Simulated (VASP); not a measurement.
# CoSi (P4/mmm) in VASP: single point with PBEsol

Aim: the single point of CoSi with PBEsol.

Program: VASP 6.6.1. These are calculated values, not measurements. Logs are shortened: lines on timing, memory, paths and dates and some standing lists are left out, and cuts for length are marked.

**1. The cell of the first run**

It takes space group P4/mmm (No. 123, tetragonal). Conventional cell: a = 2.667 Å, b = 2.667 Å, c = 2.927 Å, α = 90.00°, β = 90.00°, γ = 90.00°. Si (site symmetry 4/mmm) has 8 Co at 2.39 Å and 6 Si at 2.67 to 2.93 Å within 3.2 Å. Within 3.2 Å of Co (site symmetry 4/mmm) lie 8 Si at 2.39 Å and 6 Co at 2.67 to 2.93 Å.

**2. Single point, PBEsol, collinear spin, ferromagnetic start**

INCAR reads:

```
ALGO = Normal
EDIFF = 1E-6
ENCUT = 520
GGA = PS
ISIF = 2
ISMEAR = 0
ISPIN = 2
LASPH = T
LCHARG = F
LMAXMIX = 4
LORBIT = 11
LREAL = F
LWAVE = F
MAGMOM = 0 0.81
NBANDS = 18
NELM = 150
PREC = Accurate
SIGMA = 0.1
```

KPOINTS reads:

```
k-points
0
Gamma
  8 8 8
```

POSCAR reads:

```
CoSi
1.0
    1.8860223825     -1.8860123325      0.0000000000
    1.8860223825      1.8860123325      0.0000000000
    0.0000000000      0.0000000000      2.9274060450
Si Co
1 1
Direct
    0.0000000000      0.0000000000      0.0000000000
    0.5000000000      0.5000000000      0.5000000000
```

Potentials or basis: VASP PAW PBE potentials, release 64 (Si, Co).

Command:

```sh
> cat potpaw_PBE.64/Si/POTCAR potpaw_PBE.64/Co/POTCAR > POTCAR
> mpirun -np 1 vasp_std > vasp.out
```

OUTCAR:

```text
EDIFF = 1E-6
   ENCUT = 520
   GGA = PS
   ISIF = 2
   ISMEAR = 0
   ISPIN = 2
   LASPH = T
   LORBIT = 11
   LREAL = F
   NELM = 150
   PREC = Accurate

 ion  position               nearest neighbor table
   1  0.000  0.000  0.000-   2 2.39   2 2.39   2 2.39   2 2.39   2 2.39   2 2.39   2 2.39   2 2.39

   2  0.500  0.500  0.500-   1 2.39   1 2.39   1 2.39   1 2.39   1 2.39   1 2.39   1 2.39   1 2.39

  LATTYP: Found a simple tetragonal cell.
 ALAT       =     2.6672313259
 C/A-ratio  =     1.0975448648

  Lattice vectors:

 A1 = (   1.8860223825,  -1.8860123325,   0.0000000000)
 A2 = (   1.8860223825,   1.8860123325,   0.0000000000)
 A3 = (   0.0000000000,   0.0000000000,   2.9274060450)

Analysis of symmetry for initial positions (statically):
=====================================================================
 Subroutine PRICEL returns:
 Original cell was already a primitive cell.

 Routine SETGRP: Setting up the symmetry group for a
 simple tetragonal supercell.

 Subroutine GETGRP returns: Found 16 space group operations
 (whereof 16 operations were pure point group operations)
 out of a pool of 16 trial point group operations.

The static configuration has the point symmetry D_4h.

Analysis of symmetry for dynamics (positions and initial velocities):
=====================================================================
 Subroutine PRICEL returns:
 Original cell was already a primitive cell.

 Routine SETGRP: Setting up the symmetry group for a
 simple tetragonal supercell.

 Subroutine GETGRP returns: Found 16 space group operations
 (whereof 16 operations were pure point group operations)
 out of a pool of 16 trial point group operations.

The dynamic configuration has the point symmetry D_4h.

Analysis of structural, dynamic, and magnetic symmetry:
=====================================================================
 Subroutine PRICEL returns:
 Original cell was already a primitive cell.

 Routine SETGRP: Setting up the symmetry group for a
 simple tetragonal supercell.

 Subroutine GETGRP returns: Found 16 space group operations
 (whereof 16 operations were pure point group operations)
 out of a pool of 16 trial point group operations.

The overall configuration has the point symmetry D_4h.

 Subroutine INISYM returns: Found 16 space group operations
 (whereof 16 operations are pure point group operations),
 and found     1 'primitive' translations

----------------------------------------------------------------------------------------

                                     Primitive cell

  volume of cell :      20.8259

  direct lattice vectors                    reciprocal lattice vectors
     1.886022382 -1.886012332  0.000000000     0.265108201 -0.265109613  0.000000000
     1.886022382  1.886012332  0.000000000     0.265108201  0.265109613  0.000000000
     0.000000000  0.000000000  2.927406045     0.000000000  0.000000000  0.341599349

  length of vectors
     2.667231326  2.667231326  2.927406045     0.374920612  0.374920612  0.341599349

  position of ions in fractional coordinates (direct lattice)
     0.000000000  0.000000000  0.000000000
     0.500000000  0.500000000  0.500000000

  ion indices of the primitive-cell ions
   primitive index   ion index
                 1           1
                 2           2

----------------------------------------------------------------------------------------

 KPOINTS: k-points

Automatic generation of k-mesh.
 Grid dimensions read from file:
 generate k-points for:    8    8    8

 Generating k-lattice:

  Cartesian coordinates                     Fractional coordinates (reciprocal lattice)
     0.033138525 -0.033138702  0.000000000     0.125000000  0.000000000  0.000000000
     0.033138525  0.033138702  0.000000000     0.000000000  0.125000000  0.000000000
     0.000000000  0.000000000  0.042699919     0.000000000  0.000000000  0.125000000

  Length of vectors
     0.046865076  0.046865076  0.042699919

  Shift w.r.t. Gamma in fractional coordinates (k-lattice)
     0.000000000  0.000000000  0.000000000

 Subroutine IBZKPT returns following result:
 ===========================================

 Found     75 irreducible k-points:

 Following reciprocal coordinates:
            Coordinates               Weight
  0.000000  0.000000  0.000000      1.000000
  0.125000  0.000000  0.000000      4.000000
  0.250000  0.000000  0.000000      4.000000
  0.375000  0.000000  0.000000      4.000000
  0.500000  0.000000  0.000000      2.000000
  0.125000  0.125000  0.000000      4.000000
[... 16 lines left out ...]
  0.375000  0.125000  0.125000     16.000000
  0.500000  0.125000  0.125000      8.000000
 [... further k-points ...]
   k-points           NKPTS =     75   k-points in BZ     NKDIM =     75   number of bands    NBANDS=     18
   number of dos      NEDOS =    301   number of ions     NIONS =      2
   total plane-waves  NPLWV =   9600
   dimension x,y,z NGX =    20 NGY =   20 NGZ =   24
   dimension x,y,z NGXF=    40 NGYF=   40 NGZF=   48
   ions per type =               1   1
   NGX,Y,Z   is equivalent  to a cutoff of  12.47, 12.47, 13.63 a.u.
   NGXF,Y,Z  is equivalent  to a cutoff of  24.93, 24.93, 27.26 a.u.
 SYSTEM =  unknown system
   PREC   = accura    normal or accurate (medium, high low for compatibility)
   ISTART =      0    job   : 0-new  1-cont  2-samecut
   ICHARG =      2    charge: 1-file 2-atom 10-const
   ISPIN  =      2    spin polarized calculation?
   LNONCOLLINEAR =      F non collinear calculations
   LSORBIT =      F    spin-orbit coupling
   LASPH  =      T    aspherical Exc in radial PAW
   ENCUT  =  520.0 eV  38.22 Ry    6.18 a.u.   4.96  4.96  5.44*2*pi/ulx,y,z
   NELM   =    150;   NELMIN=  2; NELMDL= -5     # of ELM steps
   EDIFF  = 0.1E-05   stopping-criterion for ELM
   LREAL  =      F    real-space projection
   EDIFFG = 0.1E-04   stopping-criterion for IOM
   NSW    =      0    number of steps for IOM
   IBRION =     -1    ionic relax: 0-MD 1-quasi-New 2-CG
   NFREE  =      0    steps in history (QN), initial steepest desc. (CG)
   ISIF   =      2    stress and relaxation
   ISYM   =      2    0-nonsym 1-usesym 2-fastsym
   POTIM  = 0.5000    time-step for ionic-motion
   TEBEG  =    0.0;   TEEND  =   0.0 temperature during run
   PSTRESS=    0.0 pullay stress
   NELECT =      13.0000    total number of electrons
   NUPDOWN=      -1.0000    fix difference up-down
   EMIN   =  10.00;   EMAX   =-10.00  energy-range for DOS
   EFERMI =   0.00;   METHOD = LEGACY
   ISMEAR =     0;   SIGMA  =   0.10  broadening in eV -4-tet -1-fermi 0-gaus
   EFERMI_NEDOS =   21; number of points for ismear=-14 and -15
   IALGO  =     38    algorithm
   IMIX   =      4    mixing-type and parameters
     AMIX     =   0.40;   BMIX     =  1.00
     AMIX_MAG =   1.60;   BMIX_MAG =  1.00
  volume/ion in A,a.u.               =      10.41        70.27
  Fermi-wavevector in a.u.,A,eV,Ry     =   1.399119  2.643951 26.633848  1.957533
  Thomas-Fermi vector in A             =   2.522209
   LORBIT       =     11    0 simple, 1 ext, 2 COOP (PROOUT), +10 PAW based schemes
   GGA     = PS    functional components
   LHFCALC =     F    Hartree Fock is set to
   AEXX    =    0.0000 exact exchange contribution
   IVDW    =     0    specifies the selected vdW correction
   LEPSILON=     F    determine dielectric tensor
   LRPA    =     F    only Hartree local field effects (RPA)
 spin polarized calculation
 Gauss-broadening in eV      SIGMA  =   0.10
  energy-cutoff  :      520.00
  volume of cell :       20.83
 maximum number of plane-waves:       578
 NGX is ok and might be reduce to    20
   NGX =  9   NGY =  9   NGZ = 11

 number of electron      12.9999990 magnetization       0.4017734

 Free energy of the ion-electron system (eV)
  ---------------------------------------------------
  ext. energy  EPLUGINS =         0.00000000
  ---------------------------------------------------
  free energy    TOTEN  =       -14.56198521 eV

  energy without entropy =      -14.55915954  energy(sigma->0) =      -14.56057238

 E-fermi :  13.2357     XC(G=0): -13.2125

 val. band max:       13.2221022214   @ k =   0.5000   0.5000   0.5000
 cond. band min:      13.2506177431   @ k =   0.5000   0.3750   0.0000
 fundamental gap:      0.0285155217
 Fermi energy:        13.2357406570

 spin component 1

 k-point     1 :       0.0000    0.0000    0.0000
  band No.  band energies     occupation
      1      -1.3117      1.00000
      2       8.9854      1.00000
      3       9.0233      1.00000
      4      11.6297      1.00000
      5      11.6298      1.00000
      6      11.9530      1.00000
[... 10 lines left out ...]
     17      36.8697      0.00000
     18      36.8727      0.00000
[... 463 lines left out ...]
 k-point    24 :       0.5000    0.1250    0.1250
  band No.  band energies     occupation
      1       3.4784      1.00000
      2       4.8113      1.00000
      3       9.5291      1.00000
      4      10.0574      1.00000
      5      10.6990      1.00000
      6      11.4515      1.00000
[... 10 lines left out ...]
     17      37.4936      0.00000
     18      37.8102      0.00000

 [... further k-points ...]

 spin component 2

 k-point     1 :       0.0000    0.0000    0.0000
  band No.  band energies     occupation
      1      -1.3046      1.00000
      2       9.3054      1.00000
      3       9.5479      1.00000
      4      11.9295      1.00000
      5      11.9296      1.00000
      6      12.2197      1.00000
[... 10 lines left out ...]
     17      36.8924      0.00000
     18      36.8972      0.00000
[... 463 lines left out ...]
 k-point    24 :       0.5000    0.1250    0.1250
  band No.  band energies     occupation
      1       3.4837      1.00000
      2       4.8627      1.00000
      3       9.7176      1.00000
      4      10.5222      1.00000
      5      10.9099      1.00000
      6      11.7461      1.00000
[... 10 lines left out ...]
     17      37.5207      0.00000
     18      37.9071      0.00000

 [... further k-points ...]
[... 5 lines left out ...]
  --------------------------------------------------------------------------------------
  -------------------------------------------------------------------------------------
  Total        0.0082581      0.0082580      0.0694057      0.0000000      0.0000000     -0.0000000
  in kB        0.6353095      0.6353027      5.3395064      0.0000000      0.0000000     -0.0000000
  external PRESSURE =       2.2033729 kB  Pullay stress =       0.0000000 kB

 VOLUME and BASIS-vectors are now :
 -----------------------------------------------------------------------------
  energy-cutoff  :      520.00
  volume of cell :       20.83
      direct lattice vectors                 reciprocal lattice vectors
     1.886022382 -1.886012332  0.000000000     0.265108201 -0.265109613  0.000000000
     1.886022382  1.886012332  0.000000000     0.265108201  0.265109613  0.000000000
     0.000000000  0.000000000  2.927406045     0.000000000  0.000000000  0.341599349

 POSITION                                       TOTAL-FORCE (eV/Angst)
 -----------------------------------------------------------------------------------
      0.00000      0.00000      0.00000         0.000000      0.000000      0.000000
      1.88602      0.00000      1.46370        -0.000000     -0.000000      0.000000
 -----------------------------------------------------------------------------------
    total drift:                                0.000000      0.000000      0.000000

  FREE ENERGIE OF THE ION-ELECTRON SYSTEM (eV)
  ---------------------------------------------------
  free  energy   TOTEN  =       -14.5619852122 eV

  energy  without entropy=      -14.5591595403  energy(sigma->0) =      -14.56057238

 total charge

# of ion       s       p       d       tot
------------------------------------------
    1        0.702   0.887   0.000   1.589
    2        0.460   0.623   7.621   8.704
--------------------------------------------------
tot          1.162   1.510   7.621  10.294

 magnetization (x)

# of ion       s       p       d       tot
------------------------------------------
    1       -0.001   0.006   0.000   0.005
    2        0.003  -0.000   0.406   0.408
--------------------------------------------------
tot          0.002   0.006   0.406   0.413
```

It took 26 s on 1 thread of Intel Xeon Platinum 8488C (Sapphire Rapids), shared host; peak memory 0.16 GiB.

Results:

```
Free energy                                           : -14.5620 eV
Pressure                                              : 0.2 GPa
Net moment                                            : 0.40 μB per cell
Site moments                                          : Si +0.01; Co +0.41 μB
Valence electrons inside the program's atomic spheres : Si 1.59; Co 8.70
```

Caveat: the PAW data sets were made with another functional, which shifts forces and pressure a little.
